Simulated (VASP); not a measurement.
# AgCl (P1) in VASP: further runs

The runs below take AgCl through single point, with PBE.

Program: VASP 6.6.1. These are calculated values, not measurements. Logs are shortened: lines on timing, memory, paths and dates and some standing lists are left out, and cuts for length are marked.

**1. The cell of the first run**

The typed cell holds 8 atoms: a = 7.736 Å, b = 7.736 Å, c = 3.868 Å, α = 60.00°, β = 60.00°, γ = 60.00°.

**2. Single point, PBE**

File INCAR:

```
  ALGO = Normal
  EDIFF = 1E-6
  ENCUT = 400
  GGA = PE
  GGA_COMPAT = False
  ISIF = 2
  ISMEAR = 1
  LASPH = True
  LCHARG = False
  LREAL = False
  LWAVE = False
  NBANDS = 46
  NELM = 120
  PREC = Accurate
  SIGMA = 0.114
```

File KPOINTS:

```
k-points
0
Gamma
  4 4 4
```

File POSCAR:

```
AgCl
1.0
    0.0000000000      5.4700000000      5.4700000000
    5.4700000000      0.0000000000      5.4700000000
    2.7350000000      2.7350000000      0.0000000000
Ag Cl
4 4
Direct
   -0.0047255027      0.0098015539     -0.0160802559
    0.0005913163      0.4966818099      0.0027190128
    0.4993843693     -0.0038362888     -0.0022919561
    0.5079056673      0.4957073126      0.0099531993
    0.2558199269      0.2558985375      0.5098285192
    0.2403239488      0.7484106033      0.5004065814
    0.7499978976      0.2289308044      0.5193193784
    0.7442553016      0.7717679159      0.4877888483
```

Potentials or basis: VASP PAW PBE potentials, release 64 (Ag, Cl).

Started as:

```console
$ cat potpaw_PBE.64/Ag/POTCAR potpaw_PBE.64/Cl/POTCAR > POTCAR
$ mpirun -np 1 vasp_std > vasp.out
```

OUTCAR:

```text
EDIFF = 1E-6
   ENCUT = 400
   GGA = PE
   ISIF = 2
   ISMEAR = 1
   LASPH = True
   LREAL = False
   NELM = 120
   PREC = Accurate

 ion  position               nearest neighbor table
   1  0.995  0.010  0.984-   7 2.62   7 2.67   8 2.68   6 2.75   6 2.75   5 2.77
   2  0.001  0.497  0.003-   5 2.67   6 2.69   5 2.79   8 2.81   8 2.83   7 2.84
   3  0.499  0.996  0.998-   8 2.63   7 2.65   5 2.67   8 2.68   6 2.77   5 2.82
   4  0.508  0.496  0.010-   5 2.69   7 2.72   6 2.73   7 2.80   8 2.81   6 2.86
   5  0.256  0.256  0.510-   2 2.67   3 2.67   4 2.69   1 2.77   2 2.79   3 2.82
   6  0.240  0.748  0.500-   2 2.69   4 2.73   1 2.75   1 2.75   3 2.77   4 2.86
   7  0.750  0.229  0.519-   1 2.62   3 2.65   1 2.67   4 2.72   4 2.80   2 2.84
   8  0.744  0.772  0.488-   3 2.63   1 2.68   3 2.68   4 2.81   2 2.81   2 2.83

  LATTYP: Found a base centered orthorhombic cell.
 ALAT       =     7.7357481862
 B/A-ratio  =     1.4142135624
 C/A-ratio  =     0.5000000000

  Lattice vectors:

 A1 = (  -2.7350000000,   2.7350000000,  -5.4700000000)
 A2 = (  -2.7350000000,   2.7350000000,   5.4700000000)
 A3 = (   2.7350000000,   2.7350000000,   0.0000000000)

Analysis of symmetry for initial positions (statically):
=====================================================================
 Subroutine PRICEL returns:
 Original cell was already a primitive cell.

 Routine SETGRP: Setting up the symmetry group for a
 base centered orthorhombic supercell.

 Subroutine GETGRP returns: Found  1 space group operations
 (whereof  1 operations were pure point group operations)
 out of a pool of  8 trial point group operations.

The static configuration has the point symmetry C_1 .

Analysis of symmetry for dynamics (positions and initial velocities):
=====================================================================
 Subroutine PRICEL returns:
 Original cell was already a primitive cell.

 Routine SETGRP: Setting up the symmetry group for a
 base centered orthorhombic supercell.

 Subroutine GETGRP returns: Found  1 space group operations
 (whereof  1 operations were pure point group operations)
 out of a pool of  8 trial point group operations.

The dynamic configuration has the point symmetry C_1 .

 Subroutine INISYM returns: Found  1 space group operations
 (whereof  1 operations are pure point group operations),
 and found     1 'primitive' translations

----------------------------------------------------------------------------------------

                                     Primitive cell

  volume of cell :     163.6673

  direct lattice vectors                    reciprocal lattice vectors
     0.000000000  5.470000000  5.470000000    -0.091407678  0.091407678  0.091407678
     5.470000000  0.000000000  5.470000000     0.091407678 -0.091407678  0.091407678
     2.735000000  2.735000000  0.000000000     0.182815356  0.182815356 -0.182815356

  length of vectors
     7.735748186  7.735748186  3.867874093     0.158322743  0.158322743  0.316645486

  position of ions in fractional coordinates (direct lattice)
     0.995274497  0.009801554  0.983919744
     0.000591316  0.496681810  0.002719013
     0.499384369  0.996163711  0.997708044
     0.507905667  0.495707313  0.009953199
     0.255819927  0.255898538  0.509828519
     0.240323949  0.748410603  0.500406581
     0.749997898  0.228930804  0.519319378
     0.744255302  0.771767916  0.487788848

  ion indices of the primitive-cell ions
   primitive index   ion index
                 1           1
                 2           2
                 3           3
                 4           4
                 5           5
                 6           6
                 7           7
                 8           8

----------------------------------------------------------------------------------------

 KPOINTS: k-points

Automatic generation of k-mesh.
 Grid dimensions read from file:
 generate k-points for:    4    4    4

 Generating k-lattice:

  Cartesian coordinates                     Fractional coordinates (reciprocal lattice)
    -0.022851920  0.022851920  0.022851920     0.250000000  0.000000000  0.000000000
     0.022851920 -0.022851920  0.022851920     0.000000000  0.250000000  0.000000000
     0.045703839  0.045703839 -0.045703839     0.000000000  0.000000000  0.250000000

  Length of vectors
     0.039580686  0.039580686  0.079161371

  Shift w.r.t. Gamma in fractional coordinates (k-lattice)
     0.000000000  0.000000000  0.000000000

 Subroutine IBZKPT returns following result:
 ===========================================

 Found     36 irreducible k-points:

 Following reciprocal coordinates:
            Coordinates               Weight
  0.000000  0.000000  0.000000      1.000000
  0.250000  0.000000  0.000000      2.000000
  0.000000 -0.250000  0.000000      2.000000
  0.500000  0.000000  0.000000      1.000000
  0.000000  0.500000  0.000000      1.000000
  0.250000  0.250000  0.000000      2.000000
[... 16 lines left out ...]
  0.250000  0.250000  0.250000      2.000000
 -0.250000  0.250000  0.250000      2.000000
 [... further k-points ...]
   k-points           NKPTS =     36   k-points in BZ     NKDIM =     36   number of bands    NBANDS=     46
   number of dos      NEDOS =    301   number of ions     NIONS =      8
   total plane-waves  NPLWV =  70000
   dimension x,y,z NGX =    50 NGY =   50 NGZ =   28
   dimension x,y,z NGXF=   100 NGYF=  100 NGZF=   56
   ions per type =               4   4
   NGX,Y,Z   is equivalent  to a cutoff of  10.75, 10.75, 12.03 a.u.
   NGXF,Y,Z  is equivalent  to a cutoff of  21.49, 21.49, 24.07 a.u.
 SYSTEM =  unknown system
   PREC   = accura    normal or accurate (medium, high low for compatibility)
   ISTART =      0    job   : 0-new  1-cont  2-samecut
   ICHARG =      2    charge: 1-file 2-atom 10-const
   ISPIN  =      1    spin polarized calculation?
   LNONCOLLINEAR =      F non collinear calculations
   LSORBIT =      F    spin-orbit coupling
   LASPH  =      T    aspherical Exc in radial PAW
   ENCUT  =  400.0 eV  29.40 Ry    5.42 a.u.  12.62 12.62  6.31*2*pi/ulx,y,z
   NELM   =    120;   NELMIN=  2; NELMDL= -5     # of ELM steps
   EDIFF  = 0.1E-05   stopping-criterion for ELM
   LREAL  =      F    real-space projection
   EDIFFG = 0.1E-04   stopping-criterion for IOM
   NSW    =      0    number of steps for IOM
   IBRION =     -1    ionic relax: 0-MD 1-quasi-New 2-CG
   NFREE  =      0    steps in history (QN), initial steepest desc. (CG)
   ISIF   =      2    stress and relaxation
   ISYM   =      2    0-nonsym 1-usesym 2-fastsym
   POTIM  = 0.5000    time-step for ionic-motion
   TEBEG  =    0.0;   TEEND  =   0.0 temperature during run
   PSTRESS=    0.0 pullay stress
   NELECT =      72.0000    total number of electrons
   NUPDOWN=      -1.0000    fix difference up-down
   EMIN   =  10.00;   EMAX   =-10.00  energy-range for DOS
   EFERMI =   0.00;   METHOD = LEGACY
   ISMEAR =     1;   SIGMA  =   0.11  broadening in eV -4-tet -1-fermi 0-gaus
   EFERMI_NEDOS =   21; number of points for ismear=-14 and -15
   IALGO  =     38    algorithm
   IMIX   =      4    mixing-type and parameters
     AMIX     =   0.40;   BMIX     =  1.00
     AMIX_MAG =   1.60;   BMIX_MAG =  1.00
  volume/ion in A,a.u.               =      20.46       138.06
  Fermi-wavevector in a.u.,A,eV,Ry     =   1.245083  2.352866 21.092186  1.550232
  Thomas-Fermi vector in A             =   2.379321
   LORBIT       =      0    0 simple, 1 ext, 2 COOP (PROOUT), +10 PAW based schemes
   GGA     = PE    functional components
   LHFCALC =     F    Hartree Fock is set to
   AEXX    =    0.0000 exact exchange contribution
   IVDW    =     0    specifies the selected vdW correction
   LEPSILON=     F    determine dielectric tensor
   LRPA    =     F    only Hartree local field effects (RPA)
 non-spin polarized calculation
 Methfessel and Paxton  Order N= 1 SIGMA  =   0.11
  energy-cutoff  :      400.00
  volume of cell :      163.67
 maximum number of plane-waves:      2998
   NGX = 25   NGY = 25   NGZ = 13

 number of electron      72.0000001 magnetization

 Free energy of the ion-electron system (eV)
  ---------------------------------------------------
  ext. energy  EPLUGINS =         0.00000000
  ---------------------------------------------------
  free energy    TOTEN  =       -21.33121472 eV

  energy without entropy =      -21.33474321  energy(sigma->0) =      -21.33239088

 E-fermi :   4.4241     XC(G=0): -10.1825

 val. band max:        4.3742449650   @ k =   0.0000   0.0000   0.0000
 cond. band min:       5.2363427257   @ k =   0.0000   0.0000   0.0000
 fundamental gap:      0.8620977607
 Fermi energy:         4.4241086969

 k-point     1 :       0.0000    0.0000    0.0000
  band No.  band energies     occupation
      1     -11.1061      2.00000
      2     -10.6444      2.00000
      3     -10.5770      2.00000
      4     -10.4856      2.00000
      5      -1.2503      2.00000
      6      -1.2346      2.00000
[... 38 lines left out ...]
     45      12.0251      0.00000
     46      12.1134      0.00000

 k-point     2 :       0.2500    0.0000    0.0000
  band No.  band energies     occupation
      1     -11.0435      2.00000
      2     -10.6938      2.00000
      3     -10.5920      2.00000
      4     -10.4965      2.00000
      5      -1.0807      2.00000
      6      -0.9242      2.00000
[... 38 lines left out ...]
     45      12.3384      0.00000
     46      12.6240      0.00000

 k-point     3 :       0.0000   -0.2500    0.0000
  band No.  band energies     occupation
      1     -11.0457      2.00000
      2     -10.6746      2.00000
      3     -10.6130      2.00000
      4     -10.4926      2.00000
      5      -1.0721      2.00000
      6      -0.9355      2.00000
[... 38 lines left out ...]
     45      12.3632      0.00000
     46      12.5686      0.00000

 k-point     4 :       0.5000    0.0000    0.0000
  band No.  band energies     occupation
      1     -10.9304      2.00000
      2     -10.8069      2.00000
      3     -10.5988      2.00000
      4     -10.5026      2.00000
      5      -0.6788      2.00000
      6      -0.5947      2.00000
[... 920 lines left out ...]
     45      12.1802      0.00000
     46      12.3781      0.00000

 k-point    23 :       0.2500    0.2500    0.2500
  band No.  band energies     occupation
      1     -10.9437      2.00000
      2     -10.6151      2.00000
      3     -10.5515      2.00000
      4     -10.4560      2.00000
      5      -0.8279      2.00000
      6      -0.8246      2.00000
[... 38 lines left out ...]
     45      12.5709      0.00000
     46      12.6495      0.00000

 k-point    24 :      -0.2500    0.2500    0.2500
  band No.  band energies     occupation
      1     -10.8259      2.00000
      2     -10.7094      2.00000
      3     -10.5709      2.00000
      4     -10.4714      2.00000
      5      -0.6140      2.00000
      6      -0.5703      2.00000
[... 38 lines left out ...]
     45      12.0657      0.00000
     46      12.2031      0.00000

 [... further k-points ...]

------------------------ aborting loop because EDIFF is reached ----------------------------------------

  FORCE on cell =-STRESS in cart. coord.  units (eV):
  Direction    XX          YY          ZZ          XY          YZ          ZX
  --------------------------------------------------------------------------------------
  -------------------------------------------------------------------------------------
  Total        4.1542829      4.1178704      3.9197134      0.0731434      0.0365275     -0.0141825
  in kB       40.6672377     40.3107866     38.3709819      0.7160179      0.3575760     -0.1388359
  external PRESSURE =      39.7830021 kB  Pullay stress =       0.0000000 kB

 VOLUME and BASIS-vectors are now :
 -----------------------------------------------------------------------------
  energy-cutoff  :      400.00
  volume of cell :      163.67
      direct lattice vectors                 reciprocal lattice vectors
     0.000000000  5.470000000  5.470000000    -0.091407678  0.091407678  0.091407678
     5.470000000  0.000000000  5.470000000     0.091407678 -0.091407678  0.091407678
     2.735000000  2.735000000  0.000000000     0.182815356  0.182815356 -0.182815356

 POSITION                                       TOTAL-FORCE (eV/Angst)
 -----------------------------------------------------------------------------------
      2.74463      8.13517      5.49777        -0.166883      0.228222      0.169036
      2.72429      0.01067      2.72008         0.156723     -0.029322     -0.101673
      8.17775      5.46036      8.18065         0.214881      0.033317     -0.265907
      2.73874      2.80547      5.48976        -0.021300     -0.142913      0.156606
      2.79415      2.79372      2.79910        -0.046757     -0.199949     -0.160792
      5.46242      2.68318      5.40838        -0.021732      0.134411      0.164044
      2.67259      5.52283      5.35474         0.299462     -0.227515      0.500758
      5.55567      5.40518      8.29265        -0.414395      0.203750     -0.462072
 -----------------------------------------------------------------------------------
    total drift:                                0.000039      0.000010     -0.000310

  FREE ENERGIE OF THE ION-ELECTRON SYSTEM (eV)
  ---------------------------------------------------
  free  energy   TOTEN  =       -21.3312147173 eV

  energy  without entropy=      -21.3347432143  energy(sigma->0) =      -21.33239088
```

Wall time 2.6 min (1 thread of Intel Xeon Platinum 8259CL at 2.50GHz (Skylake/Cascade Lake), shared host); peak memory 0.32 GiB.

What came out:

```yaml
Free_energy: -21.3312 eV
Pressure: 4.0 GPa
Largest_force: 0.653 eV/Å
Band_gap_on_the_k_mesh: 0.86 eV
```

Forces in eV/Å, atoms in the order of the input:
```
Ag  -0.167  0.228  0.169
Ag   0.157 -0.029 -0.102
Ag   0.215  0.033 -0.266
Ag  -0.021 -0.143  0.157
Cl  -0.047 -0.200 -0.161
Cl  -0.022  0.134  0.164
Cl   0.299 -0.228  0.501
Cl  -0.414  0.204 -0.462
```

Stress tensor (GPa, compression positive):
```
 4.07  0.07 -0.01
 0.07  4.03  0.04
-0.01  0.04  3.84
```

Caveat: the cell stands under pressure.

**3. Single point, PBE**

File INCAR:

```
SYSTEM = AgCl
PREC = Accurate
ENCUT = 400
EDIFF = 1E-6
ISMEAR = 1
SIGMA = 0.114
LREAL = .False.
LASPH = .True.
NELM = 120
ALGO = Normal
ISIF = 2
LWAVE = .False.
LCHARG = .False.
GGA = PE
NBANDS = 46
GGA_COMPAT = .False.
```

File KPOINTS:

```
Automatic mesh
0
Gamma
  4 4 4
  0 0 0
```

File POSCAR:

```
AgCl
1.0
    0.0000000000      5.4700000000      5.4700000000
    5.4700000000      0.0000000000      5.4700000000
    2.7350000000      2.7350000000      0.0000000000
Ag Cl
4 4
Direct
   -0.0069441499      0.0146443327     -0.0241760512
    0.0008117002      0.4950442413      0.0041985375
    0.4989619744     -0.0057753199     -0.0031758684
    0.5118673675      0.4936328154      0.0147625229
    0.2584877514      0.2588413163      0.5146047532
    0.2357362888      0.7476189214      0.5005365631
    0.7499784278      0.2191968921      0.5283137112
    0.7415056673      0.7818102377      0.4820760512
```

Potentials or basis: VASP PAW PBE potentials, release 64 (Ag, Cl).

Started as:

```console
$ cat potpaw_PBE.64/Ag/POTCAR potpaw_PBE.64/Cl/POTCAR > POTCAR
$ mpirun -np 1 vasp_std > vasp.out
```

Wall time 3 min (1 thread of Intel Xeon Platinum 8259CL at 2.50GHz (Skylake/Cascade Lake), shared host); peak memory 0.32 GiB.

It converged, with:

```
Free energy            : -21.1938 eV
Pressure               : 4.4 GPa
Largest force          : 0.975 eV/Å
Band gap on the k mesh : 0.82 eV
```

Forces in eV/Å, atoms in the order of the input:
```
Ag  -0.240  0.365  0.270
Ag   0.228 -0.042 -0.137
Ag   0.339  0.062 -0.422
Ag  -0.020 -0.185  0.226
Cl  -0.075 -0.298 -0.240
Cl  -0.031  0.174  0.249
Cl   0.432 -0.370  0.734
Cl  -0.633  0.295 -0.680
```

Stress tensor (GPa, compression positive):
```
 4.52  0.13 -0.03
 0.13  4.44  0.08
-0.03  0.08  4.18
```

Levels at points of the mesh, in eV from the valence-band top:
```
           k point  band 32  band 33  band 34  band 35  band 36  band 37  band 38  band 39  band 40  band 41
(0.00, 0.00, 0.00)    -1.87    -0.07    -0.05    -0.04     0.00     0.82     2.39     3.96     4.09     6.64
(0.50, 0.00, 0.00)    -1.12    -0.86    -0.81    -0.74    -0.67     2.70     2.91     4.02     4.11     6.46
(0.00, 0.50, 0.00)    -1.04    -0.97    -0.78    -0.73    -0.61     2.71     3.05     3.87     4.19     6.29
(0.50, 0.50, 0.00)    -1.61    -1.54    -1.26    -0.13    -0.09     3.31     3.51     4.94     4.97     5.82
(0.00, 0.00, 0.50)    -1.92    -0.09    -0.07    -0.06    -0.01     2.33     2.34     3.96     4.06     6.60
(0.50, 0.00, 0.50)    -1.12    -1.07    -0.99    -0.89    -0.84     3.63     3.68     4.19     4.27     6.05
(0.00, 0.50, 0.50)    -1.22    -1.02    -0.93    -0.87    -0.78     3.72     3.83     4.11     4.17     6.06
(0.50, 0.50, 0.50)    -1.64    -1.26    -1.21    -0.16    -0.12     4.12     4.14     4.96     5.00     5.82
```

Caveat: the cell stands under pressure.
